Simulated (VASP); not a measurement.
# PbS (Immm) in VASP: a series of runs

PbS is run at these levels: r2SCAN; tasks: single point.

All numbers are computed with VASP 6.6.1; they aren't measurements. Logs are shortened: lines on timing, memory, paths and dates and some standing lists are left out, and cuts for length are marked.

### 1 The cell of the first run

It takes space group Immm (No. 71, orthorhombic). The conventional cell has a = 3.918 Å, b = 4.468 Å, c = 5.930 Å, α = 90.00°, β = 90.00°, γ = 90.00°. Within 4.0 Å of Pb (site symmetry mmm) lie 6 S at 2.96 to 2.97 Å and 2 Pb at 3.92 Å. Within 4.0 Å of S (site symmetry mmm) lie 6 Pb at 2.96 to 2.97 Å and 2 S at 3.92 Å.

### 2 Single point, r2SCAN (strain +0.1312 x Voigt [0, 0, 0, 1, 0, 0])

Contents of POSCAR:

```
PbS
1.0
    0.0000000000      3.1595040000      3.1595040000
    2.9650000000      0.1945040000      2.9650000000
    2.9650000000      2.9650000000      0.1945040000
Pb S
1 1
Direct
    0.0000000000      0.0000000000      0.0000000000
    0.5000000000      0.5000000000      0.5000000000
```

Contents of INCAR.step1:

```
ALGO = Normal
EDIFF = 1E-4
ENCUT = 520
GGA = PE
ISMEAR = 0
LASPH = True
LCHARG = False
LREAL = False
LWAVE = True
NBANDS = 17
NELM = 100
PREC = Accurate
SIGMA = 0.05
```

Contents of INCAR.step2:

```
ALGO = Normal
EDIFF = 1E-6
ENCUT = 520
ISIF = 2
ISMEAR = 0
ISTART = 1
LASPH = True
LCHARG = False
LMIXTAU = True
LREAL = False
LWAVE = False
METAGGA = R2SCAN
NBANDS = 17
NELM = 100
PREC = Accurate
SIGMA = 0.05
```

Contents of KPOINTS:

```
k-points
0
Gamma
  8 8 8
```

Potentials or basis: VASP PAW PBE potentials, release 64 (Pb_d, S).

On the command line:

```
> cat potpaw_PBE.64/Pb_d/POTCAR potpaw_PBE.64/S/POTCAR > POTCAR
> cp INCAR.step1 INCAR
> mpirun -np 1 vasp_std > vasp.out
> cp INCAR.step2 INCAR
> mpirun -np 1 vasp_std > vasp.out
```

OUTCAR:

```text
EDIFF = 1E-6
   ENCUT = 520
   ISIF = 2
   ISMEAR = 0
   ISTART = 1
   LASPH = True
   LREAL = False
   METAGGA = R2SCAN
   NELM = 100
   PREC = Accurate

 ion  position               nearest neighbor table
   1  0.000  0.000  0.000-   2 2.96   2 2.96   2 2.97   2 2.97   2 2.97   2 2.97
   2  0.500  0.500  0.500-   1 2.96   1 2.96   1 2.97   1 2.97   1 2.97   1 2.97

  LATTYP: Found a body centered orthorhombic cell.
 ALAT       =     3.9180730177
 B/A-ratio  =     1.1404109589
 C/A-ratio  =     1.5134991036

  Lattice vectors:

 A1 = (  -2.9650000000,   2.9650000000,   0.1945040000)
 A2 = (  -2.9650000000,  -2.9650000000,  -0.1945040000)
 A3 = (   2.9650000000,   0.1945040000,   2.9650000000)

Analysis of symmetry for initial positions (statically):
=====================================================================
 Subroutine PRICEL returns:
 Original cell was already a primitive cell.

 Routine SETGRP: Setting up the symmetry group for a
 body centered orthorhombic supercell.

 Subroutine GETGRP returns: Found  8 space group operations
 (whereof  8 operations were pure point group operations)
 out of a pool of  8 trial point group operations.

The static configuration has the point symmetry D_2h.

Analysis of symmetry for dynamics (positions and initial velocities):
=====================================================================
 Subroutine PRICEL returns:
 Original cell was already a primitive cell.

 Routine SETGRP: Setting up the symmetry group for a
 body centered orthorhombic supercell.

 Subroutine GETGRP returns: Found  8 space group operations
 (whereof  8 operations were pure point group operations)
 out of a pool of  8 trial point group operations.

The dynamic configuration has the point symmetry D_2h.

 Subroutine INISYM returns: Found  8 space group operations
 (whereof  8 operations are pure point group operations),
 and found     1 'primitive' translations

----------------------------------------------------------------------------------------

                                     Primitive cell

  volume of cell :      51.9076

  direct lattice vectors                    reciprocal lattice vectors
     0.000000000  3.159504000  3.159504000    -0.168634064  0.158252688  0.158252688
     2.965000000  0.194504000  2.965000000     0.168634064 -0.180473099  0.180473099
     2.965000000  2.965000000  0.194504000     0.168634064  0.180473099 -0.180473099

  length of vectors
     4.468213407  4.197651940  4.197651940     0.280223614  0.305906075  0.305906075

  position of ions in fractional coordinates (direct lattice)
     0.000000000  0.000000000  0.000000000
     0.500000000  0.500000000  0.500000000

  ion indices of the primitive-cell ions
   primitive index   ion index
                 1           1
                 2           2

----------------------------------------------------------------------------------------

 KPOINTS: k-points

Automatic generation of k-mesh.
 Grid dimensions read from file:
 generate k-points for:    8    8    8

 Generating k-lattice:

  Cartesian coordinates                     Fractional coordinates (reciprocal lattice)
    -0.021079258  0.019781586  0.019781586     0.125000000  0.000000000  0.000000000
     0.021079258 -0.022559137  0.022559137     0.000000000  0.125000000 -0.000000000
     0.021079258  0.022559137 -0.022559137     0.000000000 -0.000000000  0.125000000

  Length of vectors
     0.035027952  0.038238259  0.038238259

  Shift w.r.t. Gamma in fractional coordinates (k-lattice)
     0.000000000  0.000000000  0.000000000

 Subroutine IBZKPT returns following result:
 ===========================================

 Found     95 irreducible k-points:

 Following reciprocal coordinates:
            Coordinates               Weight
  0.000000  0.000000  0.000000      1.000000
  0.125000  0.000000  0.000000      4.000000
  0.250000  0.000000  0.000000      4.000000
  0.375000  0.000000  0.000000      4.000000
  0.500000  0.000000  0.000000      2.000000
  0.000000  0.125000 -0.000000      4.000000
[... 16 lines left out ...]
  0.125000  0.375000 -0.000000      8.000000
  0.250000  0.375000 -0.000000      8.000000
 [... further k-points ...]
   k-points           NKPTS =     95   k-points in BZ     NKDIM =     95   number of bands    NBANDS=     17
   number of dos      NEDOS =    301   number of ions     NIONS =      2
   total plane-waves  NPLWV =  36864
   dimension x,y,z NGX =    36 NGY =   32 NGZ =   32
   dimension x,y,z NGXF=    72 NGYF=   64 NGZF=   64
   ions per type =               1   1
   NGX,Y,Z   is equivalent  to a cutoff of  13.39, 12.67, 12.67 a.u.
   NGXF,Y,Z  is equivalent  to a cutoff of  26.79, 25.35, 25.35 a.u.
 SYSTEM =  unknown system
   PREC   = accura    normal or accurate (medium, high low for compatibility)
   ISTART =      1    job   : 0-new  1-cont  2-samecut
   ICHARG =      0    charge: 1-file 2-atom 10-const
   ISPIN  =      1    spin polarized calculation?
   LNONCOLLINEAR =      F non collinear calculations
   LSORBIT =      F    spin-orbit coupling
   LASPH  =      T    aspherical Exc in radial PAW
   ENCUT  =  520.0 eV  38.22 Ry    6.18 a.u.   8.31  7.80  7.80*2*pi/ulx,y,z
   NELM   =    100;   NELMIN=  2; NELMDL=  0     # of ELM steps
   EDIFF  = 0.1E-05   stopping-criterion for ELM
   LREAL  =      F    real-space projection
   EDIFFG = 0.1E-04   stopping-criterion for IOM
   NSW    =      0    number of steps for IOM
   IBRION =     -1    ionic relax: 0-MD 1-quasi-New 2-CG
   NFREE  =      0    steps in history (QN), initial steepest desc. (CG)
   ISIF   =      2    stress and relaxation
   ISYM   =      2    0-nonsym 1-usesym 2-fastsym
   POTIM  = 0.5000    time-step for ionic-motion
   TEBEG  =    0.0;   TEEND  =   0.0 temperature during run
   PSTRESS=    0.0 pullay stress
   NELECT =      20.0000    total number of electrons
   NUPDOWN=      -1.0000    fix difference up-down
   EMIN   =  10.00;   EMAX   =-10.00  energy-range for DOS
   EFERMI =   0.00;   METHOD = LEGACY
   ISMEAR =     0;   SIGMA  =   0.05  broadening in eV -4-tet -1-fermi 0-gaus
   EFERMI_NEDOS =   21; number of points for ismear=-14 and -15
   IALGO  =     38    algorithm
   IMIX   =      4    mixing-type and parameters
     AMIX     =   0.40;   BMIX     =  1.00
     AMIX_MAG =   1.60;   BMIX_MAG =  1.00
  volume/ion in A,a.u.               =      25.95       175.14
  Fermi-wavevector in a.u.,A,eV,Ry     =   1.191263  2.251161 19.308142  1.419108
  Thomas-Fermi vector in A             =   2.327329
   LORBIT       =      0    0 simple, 1 ext, 2 COOP (PROOUT), +10 PAW based schemes
   METAGGA = R2SCAN    functional components
   LHFCALC =     F    Hartree Fock is set to
   AEXX    =    0.0000 exact exchange contribution
   IVDW    =     0    specifies the selected vdW correction
   LEPSILON=     F    determine dielectric tensor
   LRPA    =     F    only Hartree local field effects (RPA)
 non-spin polarized calculation
 Gauss-broadening in eV      SIGMA  =   0.05
  energy-cutoff  :      520.00
  volume of cell :       51.91
 maximum number of plane-waves:      1415
 NGX is ok and might be reduce to    36
   NGX = 17   NGY = 15   NGZ = 15

 number of electron      19.9999999 magnetization

 Free energy of the ion-electron system (eV)
  ---------------------------------------------------
  ext. energy  EPLUGINS =         0.00000000
  ---------------------------------------------------
  free energy    TOTEN  =       -65.54838999 eV

  energy without entropy =      -65.54834563  energy(sigma->0) =      -65.54836781

 E-fermi :   5.9220     XC(G=0): -10.2888

 val. band max:        5.8586969292   @ k =   0.0000   0.5000  -0.0000
 cond. band min:       5.9853079599   @ k =   0.5000   0.0000   0.0000
 fundamental gap:      0.1266110307
 Fermi energy:         5.9220024472

 k-point     1 :       0.0000    0.0000    0.0000
  band No.  band energies     occupation
      1     -11.7762      2.00000
      2     -11.7351      2.00000
      3     -11.7246      2.00000
      4     -11.7138      2.00000
      5     -11.6899      2.00000
      6      -8.4639      2.00000
[... 9 lines left out ...]
     16      13.8575      0.00000
     17      15.1095      0.00000

 k-point     2 :       0.1250    0.0000    0.0000
  band No.  band energies     occupation
      1     -11.7782      2.00000
      2     -11.7323      2.00000
      3     -11.7212      2.00000
      4     -11.7139      2.00000
      5     -11.6904      2.00000
      6      -8.3363      2.00000
[... 9 lines left out ...]
     16      14.2021      0.00000
     17      15.8734      0.00000

 k-point     3 :       0.2500    0.0000    0.0000
  band No.  band energies     occupation
      1     -11.7838      2.00000
      2     -11.7328      2.00000
      3     -11.7157      2.00000
      4     -11.7066      2.00000
      5     -11.6880      2.00000
      6      -7.9820      2.00000
[... 9 lines left out ...]
     16      15.0226      0.00000
     17      17.8728      0.00000

 k-point     4 :       0.3750    0.0000    0.0000
  band No.  band energies     occupation
      1     -11.7905      2.00000
      2     -11.7383      2.00000
      3     -11.7145      2.00000
      4     -11.6944      2.00000
      5     -11.6807      2.00000
      6      -7.5230      2.00000
[... 9 lines left out ...]
     16      16.1806      0.00000
     17      17.4816      0.00000
[... 343 lines left out ...]
      1     -11.7604      2.00000
      2     -11.7518      2.00000
      3     -11.7172      2.00000
      4     -11.6949      2.00000
      5     -11.6804      2.00000
      6      -7.3810      2.00000
[... 9 lines left out ...]
     16      16.2890      0.00000
     17      18.5846      0.00000

 k-point    23 :       0.1250    0.3750   -0.0000
  band No.  band energies     occupation
      1     -11.7729      2.00000
      2     -11.7485      2.00000
      3     -11.7158      2.00000
      4     -11.6936      2.00000
      5     -11.6865      2.00000
      6      -7.4366      2.00000
[... 9 lines left out ...]
     16      16.7088      0.00000
     17      18.4852      0.00000

 k-point    24 :       0.2500    0.3750   -0.0000
  band No.  band energies     occupation
      1     -11.8137      2.00000
      2     -11.7534      2.00000
      3     -11.7062      2.00000
      4     -11.6854      2.00000
      5     -11.6833      2.00000
      6      -7.3079      2.00000
[... 9 lines left out ...]
     16      17.1456      0.00000
     17      17.5688      0.00000

 [... further k-points ...]

------------------------ aborting loop because EDIFF is reached ----------------------------------------

  FORCE on cell =-STRESS in cart. coord.  units (eV):
  Direction    XX          YY          ZZ          XY          YZ          ZX
  --------------------------------------------------------------------------------------
  -------------------------------------------------------------------------------------
  Total        0.2800874      0.4354577      0.4354577      0.0000000     -0.8425510      0.0000000
  in kB        8.6451587     13.4408091     13.4408091      0.0000000    -26.0061238      0.0000000
  external PRESSURE =      11.8422589 kB  Pullay stress =       0.0000000 kB

 VOLUME and BASIS-vectors are now :
 -----------------------------------------------------------------------------
  energy-cutoff  :      520.00
  volume of cell :       51.91
      direct lattice vectors                 reciprocal lattice vectors
     0.000000000  3.159504000  3.159504000    -0.168634064  0.158252688  0.158252688
     2.965000000  0.194504000  2.965000000     0.168634064 -0.180473099  0.180473099
     2.965000000  2.965000000  0.194504000     0.168634064  0.180473099 -0.180473099

 POSITION                                       TOTAL-FORCE (eV/Angst)
 -----------------------------------------------------------------------------------
      0.00000      0.00000      0.00000         0.000000     -0.000000     -0.000000
      2.96500      3.15950      3.15950        -0.000000      0.000000      0.000000
 -----------------------------------------------------------------------------------
    total drift:                                0.000000      0.000000      0.000000

  FREE ENERGIE OF THE ION-ELECTRON SYSTEM (eV)
  ---------------------------------------------------
  free  energy   TOTEN  =       -65.5483899946 eV

  energy  without entropy=      -65.5483456341  energy(sigma->0) =      -65.54836781
```

Run time: 6.4 min. Hardware: 1 thread of AMD EPYC 7R13 (Zen 3), shared host; peak memory 0.21 GiB.

What came out:

```
Free energy            : -65.5484 eV
Pressure               : 1.2 GPa
Band gap on the k mesh : zero (bands 10 and 11 overlap by 0.13 eV)
```

Stress tensor (GPa, compression positive):
```
 0.86  0.00  0.00
 0.00  1.34 -2.60
 0.00 -2.60  1.34
```

Caveat: the cell differs from its parent crystal (strain +0.1312 x Voigt [0, 0, 0, 1, 0, 0]); semilocal functionals underestimate gaps, and a narrow one can read as zero; the PAW data sets were made with another functional, which shifts forces and pressure a little; spin-orbit coupling is left out, which moves the levels of the heavy elements.

### 3 Single point, r2SCAN (strain -0.0750 x Voigt [0, 0, 0, 1, 0, 0])

Contents of POSCAR:

```
PbS
1.0
    0.0000000000      2.8538125000      2.8538125000
    2.9650000000     -0.1111875000      2.9650000000
    2.9650000000      2.9650000000     -0.1111875000
Pb S
1 1
Direct
    0.0000000000      0.0000000000      0.0000000000
    0.5000000000      0.5000000000      0.5000000000
```

Contents of INCAR.step1:

```
SYSTEM = PbS
  ALGO = Normal
  EDIFF = 1E-4
  ENCUT = 520
  GGA = PE
  ISMEAR = 0
  LASPH = .True.
  LCHARG = .False.
  LREAL = .False.
  LWAVE = .True.
  NBANDS = 17
  NELM = 80
  PREC = Accurate
  SIGMA = 0.05
```

Contents of INCAR.step2:

```
SYSTEM = PbS
  ALGO = Normal
  EDIFF = 1E-6
  ENCUT = 520
  ISIF = 2
  ISMEAR = 0
  ISTART = 1
  LASPH = .True.
  LCHARG = .True.
  LELF = .True.
  LMIXTAU = .True.
  LREAL = .False.
  LVHAR = .True.
  LWAVE = .False.
  METAGGA = R2SCAN
  NBANDS = 17
  NELM = 80
  PREC = Accurate
  SIGMA = 0.05
```

Contents of KPOINTS:

```
k-points
0
Gamma
  8 8 8
  0 0 0
```

Potentials or basis: VASP PAW PBE potentials, release 64 (Pb_d, S).

On the command line:

```
> cat potpaw_PBE.64/Pb_d/POTCAR potpaw_PBE.64/S/POTCAR > POTCAR
> cp INCAR.step1 INCAR
> mpirun -np 1 vasp_std > vasp.out
> cp INCAR.step2 INCAR
> mpirun -np 1 vasp_std > vasp.out
```

It took 5 min on 1 thread of AMD EPYC 7R13 (Zen 3), shared host; peak memory 0.2 GiB.

It converged, with:

| Item | Value |
| --- | --- |
| Free energy | -65.5877 eV |
| Pressure | 1.3 GPa |
| Band gap on the k mesh | 0.21 eV (least direct gap 0.51 eV) |

Stress tensor (GPa, compression positive):
```
1.22 0.00 0.00
0.00 1.37 1.53
0.00 1.53 1.37
```

Levels at points of the mesh, in eV from the valence-band top:
```csv
k point,band 6,band 7,band 8,band 9,band 10,band 11,band 12,band 13,band 14,band 15
"(0.00, 0.00, 0.00)",-14.37,-6.29,-2.76,-2.50,-2.19,5.36,5.41,5.50,6.50,7.03
"(0.50, 0.00, 0.00)",-13.06,-9.13,-2.23,-2.11,-0.31,0.21,1.73,1.97,9.05,10.19
"(0.00, 0.50, 0.00)",-13.16,-9.42,-2.07,-1.89,0.00,0.63,2.18,2.40,9.00,9.54
"(0.50, 0.50, 0.00)",-12.64,-7.51,-5.54,-3.77,-3.76,4.00,5.34,5.95,6.31,11.30
"(0.00, 0.50, 0.50)",-12.65,-7.56,-5.55,-4.12,-3.39,4.07,5.85,5.93,6.02,11.60
```

Caveat: the cell differs from its parent crystal (strain -0.0750 x Voigt [0, 0, 0, 1, 0, 0]); the PAW data sets were made with another functional, which shifts forces and pressure a little; spin-orbit coupling is left out, which moves the levels of the heavy elements.

### 4 Single point, r2SCAN (strain +0.0937 x Voigt [0, 0, 0, 1, 0, 0])

Contents of POSCAR:

```
PbS
1.0
    0.0000000000      3.1039102500      3.1039102500
    2.9650000000      0.1389102500      2.9650000000
    2.9650000000      2.9650000000      0.1389102500
Pb S
1 1
Direct
    0.0000000000      0.0000000000      0.0000000000
    0.5000000000      0.5000000000      0.5000000000
```

Contents of INCAR.step1:

```
ALGO = Normal
EDIFF = 1E-4
ENCUT = 520
GGA = PE
ISMEAR = 0
LASPH = T
LCHARG = F
LREAL = F
LWAVE = T
NBANDS = 17
NELM = 100
PREC = Accurate
SIGMA = 0.05
```

Contents of INCAR.step2:

```
ALGO = Normal
EDIFF = 1E-7
ENCUT = 520
ISIF = 2
ISMEAR = 0
ISTART = 1
LASPH = T
LCHARG = F
LMIXTAU = T
LREAL = F
LWAVE = F
METAGGA = R2SCAN
NBANDS = 17
NELM = 100
PREC = Accurate
SIGMA = 0.05
```

Contents of KPOINTS:

```
k-points
0
Gamma
  8 8 8
```

On the command line:

```
> cat potpaw_PBE.64/Pb_d/POTCAR potpaw_PBE.64/S/POTCAR > POTCAR
> cp INCAR.step1 INCAR
> mpirun -np 1 vasp_std > vasp.out
> cp INCAR.step2 INCAR
> mpirun -np 1 vasp_std > vasp.out
```

Wall time 5.7 min (1 thread of AMD EPYC 7R13 (Zen 3), shared host); peak memory 0.22 GiB.

It converged, with:

```
Free energy            : -65.5768 eV
Pressure               : 1.3 GPa
Band gap on the k mesh : 0.10 eV (least direct gap 0.47 eV)
```

Stress tensor (GPa, compression positive):
```
 1.14  0.00  0.00
 0.00  1.39 -1.91
 0.00 -1.91  1.39
```

Levels at points of the mesh, in eV from the valence-band top:
```
           k point  band 8  band 9  band 10  band 11  band 12  band 13
(0.00, 0.00, 0.00)   -2.85   -2.54    -2.13     5.30     5.40     5.50
(0.50, 0.00, 0.00)   -2.10   -1.86     0.00     0.62     2.19     2.47
(0.00, 0.50, 0.00)   -2.29   -2.15    -0.38     0.10     1.64     1.93
(0.50, 0.50, 0.00)   -5.57   -3.79    -3.79     3.97     5.15     5.93
(0.00, 0.50, 0.50)   -5.58   -4.23    -3.31     4.08     5.81     5.91
```

Caveat: the cell differs from its parent crystal (strain +0.0937 x Voigt [0, 0, 0, 1, 0, 0]); the PAW data sets were made with another functional, which shifts forces and pressure a little; spin-orbit coupling is left out, which moves the levels of the heavy elements.

### 5 Overview

```tsv
cell	gap on the mesh (eV)	pressure (GPa)
a = 4.468, b = 4.198, c = 4.198 Å, angles 55.6, 57.8, 57.8°, 2 atoms	none	1.2
a = 4.036, b = 4.195, c = 4.195 Å, angles 62.5, 61.2, 61.2°, 2 atoms	0.21	1.3
a = 4.390, b = 4.195, c = 4.195 Å, angles 56.9, 58.5, 58.5°, 2 atoms	0.10	1.3
```

Alike in all rows: task single point; level r2SCAN; potentials or basis VASP PAW PBE potentials, release 64 (Pb_d, S); no spin polarisation; k mesh 8 × 8 × 8; cutoff (eV) 520; smearing gaussian 0.05 eV.

Caveats: the PAW data sets were made with another functional, which shifts forces and pressure a little; spin-orbit coupling is left out, which moves the levels of the heavy elements; semilocal functionals underestimate gaps, and a narrow one can read as zero (at least some runs).

Total energies depend on the potentials used, so only differences within one code and one set of settings carry meaning.

The gap in the log of VASP goes by the Fermi energy; the results here count the filled bands.